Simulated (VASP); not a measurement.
Input of a VASP 6.6.1 run:

File INCAR:

```
PREC = Accurate
ENCUT = 520
EDIFF = 1E-6
ISMEAR = 0
SIGMA = 0.15
LREAL = False
LASPH = True
NELM = 60
ALGO = Fast
ISIF = 2
LWAVE = False
LCHARG = False
GGA = PS
NBANDS = 34
```

Contents of KPOINTS:

```
Automatic mesh
0
Gamma
  11 11 4
```

Contents of POSCAR:

```
Al2Pt
1.0
    2.9482572969     -2.9482572969      0.0000000000
    2.9482572969      0.0000000000     -2.9482572969
    9.3361481068      4.1766978372      4.1766978372
Al Pt
6 3
Direct
    0.4236013889      0.4236013889      0.4166833333
    0.9513791667     -0.0486208333      0.0833500000
   -0.1041763889     -0.1041763889      0.7500166667
    0.1319347222      0.1319347222      0.9166833333
    0.6597125000     -0.3402875000      0.5833500000
    0.1874902778      0.1874902778      0.2500166667
    0.0416569444      0.0416569444      0.5000166667
    0.5694347222      0.5694347222      0.1666833333
    0.5138791667     -0.4861208333      0.8333500000
```

Potentials or basis: VASP PAW PBE potentials, release 64 (Al, Pt).

Run with:

```console
$ cat potpaw_PBE.64/Al/POTCAR potpaw_PBE.64/Pt/POTCAR > POTCAR
$ mpirun -np 1 vasp_std > vasp.out
```

Predict the largest force.

15.451 eV/Å.

What does it give for the pressure?

7.9 GPa.

What does it give for the band gap on the k mesh?

Zero (bands 24 and 25 overlap by 3.64 eV).

Forces in eV/Å, atoms in the order of the input:
```
Al   -0.117  -0.136  -0.136
Al    3.637  10.618  10.618
Al    0.005   0.004   0.004
Al   -3.637 -10.618 -10.618
Al    0.117   0.136   0.136
Al   -0.005  -0.004  -0.004
Pt    0.000   0.000   0.000
Pt   -0.139  -0.002  -0.002
Pt    0.139   0.002   0.002
```

Caveat: the cell stands under pressure; the PAW data sets were made with another functional, which shifts forces and pressure a little; spin-orbit coupling is left out, which moves the levels of the heavy elements.
